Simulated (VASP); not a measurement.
# SrVO3 (Pm-3m) in VASP: notebook

Runs on SrVO3. Level: PBE+U. Tasks: single point.

Everything below comes from runs of VASP 6.6.1. Logs are shortened: lines on timing, memory, paths and dates and some standing lists are left out, and cuts for length are marked.

## 1. The cell of the first run

It takes space group Pm-3m (No. 221, cubic). Conventional cell: a = 3.842 Å, b = 3.842 Å, c = 3.842 Å, α = 90.00°, β = 90.00°, γ = 90.00°. Sr (site symmetry m-3m) has 12 O at 2.72 Å and 8 V at 3.33 Å within 3.6 Å. V (site symmetry m-3m) has 6 O at 1.92 Å within 2.5 Å. O (site symmetry 4/mmm) has 2 V at 1.92 Å within 2.5 Å.

## 2. Single point, PBE+U, collinear spin, ferromagnetic start

File INCAR:

```
SYSTEM = SrVO3
  PREC = Accurate
  ENCUT = 910
  EDIFF = 1E-6
  ISMEAR = -1
  SIGMA = 0.1
  LREAL = .FALSE.
  LASPH = .TRUE.
  NELM = 200
  ALGO = Normal
  ISIF = 2
  LWAVE = .FALSE.
  LCHARG = .FALSE.
  ISPIN = 2
  MAGMOM = 0 1.9 0 0 0
  LORBIT = 11
  NUPDOWN = 1.9
  LMAXMIX = 4
  LDAU = .TRUE.
  LDAUTYPE = 2
  LDAUL = -1 2 -1
  LDAUU = 0 6.2 0
  LDAUJ = 0 0 0
  LDAUPRINT = 1
  GGA = PE
  NBANDS = 32
  GGA_COMPAT = .FALSE.
```

File KPOINTS:

```
Automatic mesh
0
G
  5 5 5
  0 0 0
```

File POSCAR:

```
SrVO3
1.0
    3.8425000000      0.0000000000      0.0000000000
    0.0000000000      3.8425000000      0.0000000000
    0.0000000000      0.0000000000      3.8425000000
Sr V O
1 1 3
Direct
    0.0000000000      0.0000000000      0.0000000000
    0.5000000000      0.5000000000      0.5000000000
    0.5000000000      0.0000000000      0.5000000000
    0.0000000000      0.5000000000      0.5000000000
    0.5000000000      0.5000000000      0.0000000000
```

Potentials or basis: VASP PAW PBE potentials, release 64 (Sr_sv, V_sv, O_h).

Command:

```
$ cat potpaw_PBE.64/Sr_sv/POTCAR potpaw_PBE.64/V_sv/POTCAR potpaw_PBE.64/O_h/POTCAR > POTCAR
$ mpirun -np 1 vasp_std > vasp.out
```

OUTCAR:

```text
SYSTEM = SrVO3
   PREC = Accurate
   ENCUT = 910
   EDIFF = 1E-6
   ISMEAR = -1
   LREAL = .FALSE.
   LASPH = .TRUE.
   NELM = 200
   ISIF = 2
   ISPIN = 2
   LORBIT = 11
   NUPDOWN = 1.9
   GGA = PE

 ion  position               nearest neighbor table
   1  0.000  0.000  0.000-   3 2.72   4 2.72   5 2.72   3 2.72   4 2.72   4 2.72   5 2.72   4 2.72
                             3 2.72   5 2.72   3 2.72   5 2.72   2 3.33   2 3.33   2 3.33   2 3.33
   2  0.500  0.500  0.500-   3 1.92   4 1.92   5 1.92   5 1.92   3 1.92   4 1.92   1 3.33   1 3.33
                             1 3.33   1 3.33   1 3.33   1 3.33   1 3.33   1 3.33
   3  0.500  0.000  0.500-   2 1.92   2 1.92   1 2.72   1 2.72   1 2.72   1 2.72
   4  0.000  0.500  0.500-   2 1.92   2 1.92   1 2.72   1 2.72   1 2.72   1 2.72
   5  0.500  0.500  0.000-   2 1.92   2 1.92   1 2.72   1 2.72   1 2.72   1 2.72

  LATTYP: Found a simple cubic cell.
 ALAT       =     3.8425000000

  Lattice vectors:

 A1 = (   3.8425000000,   0.0000000000,   0.0000000000)
 A2 = (   0.0000000000,   3.8425000000,   0.0000000000)
 A3 = (   0.0000000000,   0.0000000000,   3.8425000000)

Analysis of symmetry for initial positions (statically):
=====================================================================
 Subroutine PRICEL returns:
 Original cell was already a primitive cell.

 Routine SETGRP: Setting up the symmetry group for a
 simple cubic supercell.

 Subroutine GETGRP returns: Found 48 space group operations
 (whereof 48 operations were pure point group operations)
 out of a pool of 48 trial point group operations.

The static configuration has the point symmetry O_h .

Analysis of symmetry for dynamics (positions and initial velocities):
=====================================================================
 Subroutine PRICEL returns:
 Original cell was already a primitive cell.

 Routine SETGRP: Setting up the symmetry group for a
 simple cubic supercell.

 Subroutine GETGRP returns: Found 48 space group operations
 (whereof 48 operations were pure point group operations)
 out of a pool of 48 trial point group operations.

The dynamic configuration has the point symmetry O_h .

Analysis of structural, dynamic, and magnetic symmetry:
=====================================================================
 Subroutine PRICEL returns:
 Original cell was already a primitive cell.

 Routine SETGRP: Setting up the symmetry group for a
 simple cubic supercell.

 Subroutine GETGRP returns: Found 48 space group operations
 (whereof 48 operations were pure point group operations)
 out of a pool of 48 trial point group operations.

The overall configuration has the point symmetry O_h .

 Subroutine INISYM returns: Found 48 space group operations
 (whereof 48 operations are pure point group operations),
 and found     1 'primitive' translations

----------------------------------------------------------------------------------------

                                     Primitive cell

  volume of cell :      56.7338

  direct lattice vectors                    reciprocal lattice vectors
     3.842500000  0.000000000  0.000000000     0.260247235  0.000000000  0.000000000
     0.000000000  3.842500000  0.000000000     0.000000000  0.260247235  0.000000000
     0.000000000  0.000000000  3.842500000     0.000000000  0.000000000  0.260247235

  length of vectors
     3.842500000  3.842500000  3.842500000     0.260247235  0.260247235  0.260247235

  position of ions in fractional coordinates (direct lattice)
     0.000000000  0.000000000  0.000000000
     0.500000000  0.500000000  0.500000000
     0.500000000  0.000000000  0.500000000
     0.000000000  0.500000000  0.500000000
     0.500000000  0.500000000  0.000000000

  ion indices of the primitive-cell ions
   primitive index   ion index
                 1           1
                 2           2
[... 82 lines left out ...]
  Fermi-wavevector in a.u.,A,eV,Ry     =   1.469114  2.776223 29.365409  2.158297
  Thomas-Fermi vector in A             =   2.584531
   LORBIT       =     11    0 simple, 1 ext, 2 COOP (PROOUT), +10 PAW based schemes
 LDA+U is selected, type is set to LDAUTYPE =  2
   angular momentum for each species LDAUL =    -1    2   -1
   U (eV)           for each species LDAUU =   0.0  6.2  0.0
   J (eV)           for each species LDAUJ =   0.0  0.0  0.0
   GGA     = PE    functional components
   LHFCALC =     F    Hartree Fock is set to
   AEXX    =    0.0000 exact exchange contribution
   IVDW    =     0    specifies the selected vdW correction
   LEPSILON=     F    determine dielectric tensor
   LRPA    =     F    only Hartree local field effects (RPA)
 spin polarized calculation
  energy-cutoff  :      910.00
  volume of cell :       56.73
 maximum number of plane-waves:      3575
 NGX is ok and might be reduce to    40
   NGX = 19   NGY = 19   NGZ = 19

atom =   2  type =  2  l = 2

 onsite density matrix

spin component  1

  0.5625  0.0000  0.0000  0.0000  0.0000
  0.0000  0.5625 -0.0000 -0.0000 -0.0000
  0.0000 -0.0000  0.2693  0.0000 -0.0000
  0.0000 -0.0000  0.0000  0.5625  0.0000
  0.0000 -0.0000 -0.0000  0.0000  0.2693

spin component  2

  0.0706 -0.0000 -0.0000 -0.0000 -0.0000
 -0.0000  0.0706  0.0000 -0.0000  0.0000
 -0.0000  0.0000  0.2452 -0.0000 -0.0000
 -0.0000 -0.0000 -0.0000  0.0706 -0.0000
 -0.0000  0.0000 -0.0000 -0.0000  0.2452

 occupancies and eigenvectors

  o =  0.0706  v =  0.0000  0.0000  0.0000  0.0000  0.0000  0.0000 -0.9656 -0.0000 -0.2599  0.0000      0.0000  0.0000  0.0000  0.0000  0.0000  0.0000  0.0000  0.0000  0.0000  0.0000
  o =  0.0706  v =  0.0000  0.0000  0.0000  0.0000  0.0000  0.0000  0.2599 -0.0000 -0.9656 -0.0000      0.0000  0.0000  0.0000  0.0000  0.0000  0.0000  0.0000  0.0000  0.0000  0.0000
  o =  0.0706  v =  0.0000  0.0000  0.0000  0.0000  0.0000  1.0000  0.0000  0.0000  0.0000  0.0000      0.0000  0.0000  0.0000  0.0000  0.0000  0.0000  0.0000  0.0000  0.0000  0.0000
  o =  0.2452  v =  0.0000  0.0000  0.0000  0.0000  0.0000  0.0000  0.0000  0.0057  0.0000  1.0000      0.0000  0.0000  0.0000  0.0000  0.0000  0.0000  0.0000  0.0000  0.0000  0.0000
  o =  0.2452  v =  0.0000  0.0000  0.0000  0.0000  0.0000  0.0000  0.0000 -1.0000  0.0000  0.0057      0.0000  0.0000  0.0000  0.0000  0.0000  0.0000  0.0000  0.0000  0.0000  0.0000
  o =  0.2693  v =  0.0000  0.0000 -0.0334 -0.0000 -0.9994  0.0000  0.0000  0.0000  0.0000  0.0000      0.0000  0.0000  0.0000  0.0000  0.0000  0.0000  0.0000  0.0000  0.0000  0.0000
  o =  0.2693  v =  0.0000 -0.0000 -0.9994 -0.0000  0.0334  0.0000  0.0000  0.0000  0.0000  0.0000      0.0000  0.0000  0.0000  0.0000  0.0000  0.0000  0.0000  0.0000  0.0000  0.0000
  o =  0.5625  v =  0.0000  0.7408 -0.0000  0.6718  0.0000  0.0000  0.0000  0.0000  0.0000  0.0000      0.0000  0.0000  0.0000  0.0000  0.0000  0.0000  0.0000  0.0000  0.0000  0.0000
  o =  0.5625  v =  0.0000  0.6718 -0.0000 -0.7408  0.0000  0.0000  0.0000  0.0000  0.0000  0.0000      0.0000  0.0000  0.0000  0.0000  0.0000  0.0000  0.0000  0.0000  0.0000  0.0000
  o =  0.5625  v =  1.0000  0.0000  0.0000  0.0000  0.0000  0.0000  0.0000  0.0000  0.0000  0.0000      0.0000  0.0000  0.0000  0.0000  0.0000  0.0000  0.0000  0.0000  0.0000  0.0000

 number of electron      40.9999992 magnetization       1.9000000

 Free energy of the ion-electron system (eV)
  ---------------------------------------------------
  ext. energy  EPLUGINS =         0.00000000
  ---------------------------------------------------
  free energy    TOTEN  =       -32.59662844 eV

  energy without entropy =      -32.47906043  energy(sigma->0) =      -32.53784443

 E-fermi :   4.3919     XC(G=0): -11.5625

 val. band max:        6.1164995198   @ k =   0.4000   0.2000   0.2000
 cond. band min:       4.4038881090   @ k =   0.0000   0.0000   0.0000
 fundamental gap:     -1.7126114108
 Fermi energy:         6.6190629820

 spin component 1

 k-point     1 :       0.0000    0.0000    0.0000
  band No.  band energies     occupation
      1     -59.6470      1.00000
      2     -33.4936      1.00000
      3     -33.4935      1.00000
      4     -33.4935      1.00000
      5     -27.8332      1.00000
      6     -13.1098      1.00000
[... 339 lines left out ...]
     31      15.8525      0.00000
     32      19.1639      0.00000
 Fermi energy:         4.3919358569

 spin component 2

 k-point     1 :       0.0000    0.0000    0.0000
  band No.  band energies     occupation
      1     -58.0564      1.00000
      2     -31.9257      1.00000
      3     -31.9257      1.00000
      4     -31.9257      1.00000
      5     -27.8378      1.00000
      6     -12.9338      1.00000
[... 339 lines left out ...]
     31      15.9491      0.00000
     32      19.2741      0.00000

------------------------ aborting loop because EDIFF is reached ----------------------------------------

  FORCE on cell =-STRESS in cart. coord.  units (eV):
  Direction    XX          YY          ZZ          XY          YZ          ZX
  --------------------------------------------------------------------------------------
  -------------------------------------------------------------------------------------
  Total        6.1937948      6.1937948      6.1937948     -0.0000000     -0.0000000     -0.0000000
  in kB      174.9144806    174.9144806    174.9144806     -0.0000000     -0.0000000     -0.0000000
  external PRESSURE =     174.9144806 kB  Pullay stress =       0.0000000 kB

 VOLUME and BASIS-vectors are now :
 -----------------------------------------------------------------------------
  energy-cutoff  :      910.00
  volume of cell :       56.73
      direct lattice vectors                 reciprocal lattice vectors
     3.842500000  0.000000000  0.000000000     0.260247235  0.000000000  0.000000000
     0.000000000  3.842500000  0.000000000     0.000000000  0.260247235  0.000000000
     0.000000000  0.000000000  3.842500000     0.000000000  0.000000000  0.260247235

 POSITION                                       TOTAL-FORCE (eV/Angst)
 -----------------------------------------------------------------------------------
      0.00000      0.00000      0.00000         0.000000      0.000000      0.000000
      1.92125      1.92125      1.92125         0.000000      0.000000      0.000000
      1.92125      0.00000      1.92125         0.000000      0.000000      0.000000
      0.00000      1.92125      1.92125         0.000000      0.000000      0.000000
      1.92125      1.92125      0.00000         0.000000      0.000000      0.000000
 -----------------------------------------------------------------------------------
    total drift:                                0.000000      0.000000     -0.000000

  FREE ENERGIE OF THE ION-ELECTRON SYSTEM (eV)
  ---------------------------------------------------
  free  energy   TOTEN  =       -32.5966284388 eV

  energy  without entropy=      -32.4790604302  energy(sigma->0) =      -32.53784443

 total charge

# of ion       s       p       d       tot
------------------------------------------
    1        2.001   5.806   0.221   8.028
    2        2.289   6.357   2.894  11.540
    3        1.043   2.343   0.000   3.386
    4        1.043   2.343   0.000   3.386
    5        1.043   2.343   0.000   3.386
--------------------------------------------------
tot          7.420  19.191   3.114  29.725

 magnetization (x)

# of ion       s       p       d       tot
------------------------------------------
    1       -0.002  -0.003  -0.000  -0.005
    2        0.010   0.013   1.519   1.542
    3        0.000   0.053   0.000   0.053
    4        0.000   0.053   0.000   0.053
    5        0.000   0.053   0.000   0.053
--------------------------------------------------
tot          0.009   0.170   1.519   1.698
```

Wall time 44 s (1 thread of AMD EPYC 9R45 (Zen 5), shared host); peak memory 0.29 GiB.

Results:

* Free energy: -32.5966 eV
* Pressure: 17.5 GPa
* Net moment: 1.90 μB per cell
* Site moments: Sr -0.01; V +1.54; O +0.05 μB
* Valence electrons inside the program's atomic spheres: Sr 8.03; V 11.54; O 3.39

Eigenvalues of the final occupation matrices:
```
    site  spin  trace               eigenvalues
site 2 d     1   2.23  0.27 0.27 0.56 0.56 0.56
site 2 d     2   0.70  0.07 0.07 0.07 0.25 0.25
```

Caveat: the cutoff is under 1.25 times the usual one of these potentials, so pressure, stress and relaxed cells hold a basis-set (Pulay) error; the cell stands under pressure; the total moment is fixed, so each spin has its own Fermi level.

## 3. Single point, PBE+U, collinear spin, ferromagnetic start

File INCAR:

```
SYSTEM = SrVO3
PREC     = Accurate       ! precision mode
ENCUT    = 910            ! plane-wave cutoff, eV
EDIFF    = 1E-6           ! SCF threshold, eV
ISMEAR   = -1             ! smearing method
SIGMA    = 0.1            ! smearing width, eV
LREAL    = .FALSE.        ! projectors in reciprocal space
LASPH    = .TRUE.         ! aspherical terms in the spheres
NELM     = 200            ! most SCF steps
ALGO     = Normal         ! electronic algorithm
ISIF     = 2              ! what is computed and relaxed
LWAVE    = .FALSE.        ! write WAVECAR
LCHARG   = .TRUE.         ! write CHGCAR
ISPIN    = 2              ! spin polarisation
MAGMOM   = 0 0.24 0 0 0   ! initial moments
LORBIT   = 11             ! projections on sites
NUPDOWN  = 0.24           ! fixed moment
LMAXMIX  = 4              ! l up to which the mixer works
LDAU     = .TRUE.         ! DFT+U
LDAUTYPE = 2            
LDAUL    = -1 2 -1        ! shell
LDAUU    = 0 6.2 0        ! U, eV
LDAUJ    = 0 0 0        
LDAUPRINT= 1            
GGA      = PE             ! functional
LELF     = .TRUE.         ! ELF
LVHAR    = .TRUE.       
NBANDS   = 32             ! bands
GGA_COMPAT= .FALSE.
```

File KPOINTS:

```
regular mesh
0
G
  5 5 5
  0 0 0
```

POSCAR is that of step 2.

Potentials or basis: VASP PAW PBE potentials, release 64 (Sr_sv, V_sv, O_h).

Command:

```
$ cat potpaw_PBE.64/Sr_sv/POTCAR potpaw_PBE.64/V_sv/POTCAR potpaw_PBE.64/O_h/POTCAR > POTCAR
$ mpirun -np 1 vasp_std > vasp.out
```

Run time: 89 s. Hardware: 1 thread of Intel Xeon Platinum 8259CL at 2.50GHz (Skylake/Cascade Lake), shared host; peak memory 0.33 GiB.

The run converged. Its results:

| Quantity | Value |
| --- | --- |
| Free energy | -32.9311 eV |
| Pressure | 8.7 GPa |
| Net moment | 0.24 μB per cell |
| Site moments | Sr -0.00; V +0.31; O -0.02 μB |
| Valence electrons inside the program's atomic spheres | Sr 8.03; V 11.44; O 3.39 |

Eigenvalues of the final occupation matrices:
```csv
site,spin,trace,eigenvalues
site 2 d,1,1.56,0.30 0.30 0.32 0.32 0.32
site 2 d,2,1.25,0.23 0.23 0.23 0.29 0.29
```

Caveat: the cutoff is under 1.25 times the usual one of these potentials, so pressure, stress and relaxed cells hold a basis-set (Pulay) error; the cell stands under pressure; the total moment is fixed, so each spin has its own Fermi level. The state reached can hang on the start; a lower one may exist.

## 4. Single point, PBE+U, collinear spin, zero start

File INCAR:

```
SYSTEM = SrVO3
PREC = Accurate
ENCUT = 910
EDIFF = 1E-6
ISMEAR = -1
SIGMA = 0.1
LREAL = .FALSE.
LASPH = .TRUE.
NELM = 200
ALGO = Normal
ISIF = 2
LWAVE = .FALSE.
LCHARG = .FALSE.
ISPIN = 2
MAGMOM = 0 0 0 0 0
LORBIT = 11
NUPDOWN = 0.0
LMAXMIX = 4
LDAU = .TRUE.
LDAUTYPE = 2
LDAUL = -1 2 -1
LDAUU = 0 6.2 0
LDAUJ = 0 0 0
LDAUPRINT = 1
GGA = PE
NBANDS = 32
GGA_COMPAT = .FALSE.
```

File KPOINTS:

```
Automatic mesh
0
G
  5 5 5
  0 0 0
```

POSCAR is that of step 3.

Command:

```
$ cat potpaw_PBE.64/Sr_sv/POTCAR potpaw_PBE.64/V_sv/POTCAR potpaw_PBE.64/O_h/POTCAR > POTCAR
$ mpirun -np 1 vasp_std > vasp.out
```

Run time: 2.4 min. Hardware: 1 thread of AMD EPYC 7R43 (Zen 3), shared host; peak memory 0.28 GiB.

Results (log left out):

```
Free energy                                           : -32.8957 eV
Pressure                                              : 8.5 GPa
Net moment                                            : 0.00 μB per cell
Valence electrons inside the program's atomic spheres : Sr 8.03; V 11.44; O 3.39
```

Eigenvalues of the final occupation matrices:
| site | spin | trace | eigenvalues |
| --- | --- | --- | --- |
| site 2 d | 1 | 1.40 | 0.27 0.27 0.27 0.29 0.29 |
| site 2 d | 2 | 1.40 | 0.27 0.27 0.27 0.29 0.29 |

Caveat: the cutoff is under 1.25 times the usual one of these potentials, so pressure, stress and relaxed cells hold a basis-set (Pulay) error; the cell stands under pressure; the total moment is fixed, so each spin has its own Fermi level.

## 5. Single point, PBE+U, collinear spin, ferromagnetic start

File INCAR:

```
PREC     = Accurate       # precision mode
ENCUT    = 910            # plane-wave cutoff, eV
EDIFF    = 1E-6           # SCF threshold, eV
ISMEAR   = -1             # smearing method
SIGMA    = 0.1            # smearing width, eV
LREAL    = False          # projectors in reciprocal space
LASPH    = True           # aspherical terms in the spheres
NELM     = 200            # most SCF steps
ALGO     = Normal         # electronic algorithm
ISIF     = 2              # what is computed and relaxed
LWAVE    = False          # write WAVECAR
LCHARG   = False          # write CHGCAR
ISPIN    = 2              # spin polarisation
MAGMOM   = 0 2 0 0 0      # initial moments
LORBIT   = 11             # projections on sites
LMAXMIX  = 4              # l up to which the mixer works
LDAU     = True           # DFT+U
LDAUTYPE = 2            
LDAUL    = -1 2 -1        # shell
LDAUU    = 0 6.2 0        # U, eV
LDAUJ    = 0 0 0        
LDAUPRINT= 1            
GGA      = PE             # functional
NBANDS   = 32             # bands
GGA_COMPAT= False
```

File KPOINTS:

```
Automatic mesh
0
Gamma
  5 5 5
```

POSCAR is that of step 4.

Command:

```
$ cat potpaw_PBE.64/Sr_sv/POTCAR potpaw_PBE.64/V_sv/POTCAR potpaw_PBE.64/O_h/POTCAR > POTCAR
$ mpirun -np 1 vasp_std > vasp.out
```

Wall time 56 s (1 thread of Intel Xeon 6975P-C (Granite Rapids), shared host); peak memory 0.32 GiB.

The run converged. Its results:

- Free energy: -33.4377 eV
- Pressure: 11.0 GPa
- Band gap on the k mesh: zero (filled and empty bands overlap)
- Net moment: 1.00 μB per cell
- Site moments: Sr -0.00; V +1.25; O -0.07 μB
- Valence electrons inside the program's atomic spheres: Sr 8.03; V 11.45; O 3.39

Levels at points of the mesh, in eV from the Fermi level:
Spin up:
```csv
k point,band 17,band 18,band 19,band 20,band 21,band 22,band 23,band 24,band 25,band 26
"(0.00, 0.00, 0.00)",-2.50,-1.70,-1.70,-1.70,-1.55,-1.55,-1.55,1.96,1.96,4.20
```
Spin down:
```csv
k point,band 16,band 17,band 18,band 19,band 20,band 21,band 22,band 23,band 24,band 25
"(0.00, 0.00, 0.00)",-2.67,-2.67,-1.85,-1.85,-1.85,1.88,1.88,1.88,2.83,2.83
```

Eigenvalues of the final occupation matrices:
```tsv
site	spin	trace	eigenvalues
site 2 d	1	2.03	0.30 0.30 0.47 0.47 0.47
site 2 d	2	0.80	0.08 0.08 0.08 0.27 0.27
```

Caveat: the cutoff is under 1.25 times the usual one of these potentials, so pressure, stress and relaxed cells hold a basis-set (Pulay) error; the cell stands under pressure. The state reached can hang on the start; a lower one may exist.

[end of part 1 of 2]
